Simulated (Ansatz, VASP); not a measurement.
SrO in VASP and in Ansatz

File POSCAR:

```
SrO
1.0
    0.0000000000      2.4413100000      2.6340450000
    2.4413100000      0.0000000000      2.6340450000
    2.4413100000      2.4413100000      0.0000000000
Sr O
1 1
Direct
    0.0000000000      0.0000000000      0.0000000000
    0.5000000000      0.5000000000      0.5000000000
```

INCAR.step1

```
SYSTEM = SrO
  PREC = Accurate
  ENCUT = 520
  ISMEAR = 0
  SIGMA = 0.05
  LREAL = .False.
  LASPH = .True.
  NELM = 80
  NBANDS = 15
  GGA = PE
  ALGO = Normal
  EDIFF = 1E-4
  LWAVE = .True.
  LCHARG = .False.
```

The input INCAR.step2:

```
SYSTEM = SrO
  PREC = Accurate
  ENCUT = 520
  EDIFF = 1E-6
  ISMEAR = 0
  SIGMA = 0.05
  LREAL = .False.
  LASPH = .True.
  NELM = 80
  ALGO = Normal
  ISIF = 2
  LWAVE = .False.
  LCHARG = .True.
  METAGGA = R2SCAN
  LMIXTAU = .True.
  LELF = .True.
  LVHAR = .True.
  NBANDS = 15
  ISTART = 1
```

The input KPOINTS:

```
regular mesh
0
Gamma
  8 8 8
  0 0 0
```

Input for Ansatz:

```yaml
crystal:
  lattice:
    - [0.0, 2.44131, 2.634045]
    - [2.44131, 0.0, 2.634045]
    - [2.44131, 2.44131, 0.0]
  atoms:
    - { symbol: Sr, position: [0.0, 0.0, 0.0] }
    - { symbol: O, position: [0.5, 0.5, 0.5] }
basis:
  ecutwfc: 500
kpoints:
  mp_grid: { grid: [8, 8, 8] }
hamiltonian:
  xc: r2scan
scf:
  occupations: { method: gaussian, width: 0.05 }
output:
  forces: true
  stress: true
  eigenvalues: true
```

Change from the starting cell: strain -0.050 along x and y, +0.025 along z, atoms carried along.

Alike in both runs: task single point; functional r2SCAN; k mesh 8 × 8 × 8; occupations gaussian, width 0.05 eV; no spin polarisation.

|  | VASP | Ansatz |
| --- | --- | --- |
| version | VASP 6.6.1 | Ansatz 0.2.0 |
| potentials or method | VASP PAW PBE potentials, release 64 (Sr_sv, O), cutoff 520 eV | scalar-relativistic, plane waves, PAW |
| valence electrons in the cell | 16 | 16 |

|  | VASP | Ansatz | Ansatz less VASP |
| --- | --- | --- | --- |
| gap on the k mesh at the Fermi level (eV) | 3.46 | 3.51 | +0.046 |
| least direct gap on the mesh (eV) | 3.46 | 3.51 | +0.046 |
| pressure (GPa) | 12.6 | 11.8 | -0.87 |
| traceless stress, the component that is largest in VASP (GPa) | -10.42 | -9.94 | +0.475 |

VASP's potentials were made for PBE, not for r2SCAN.
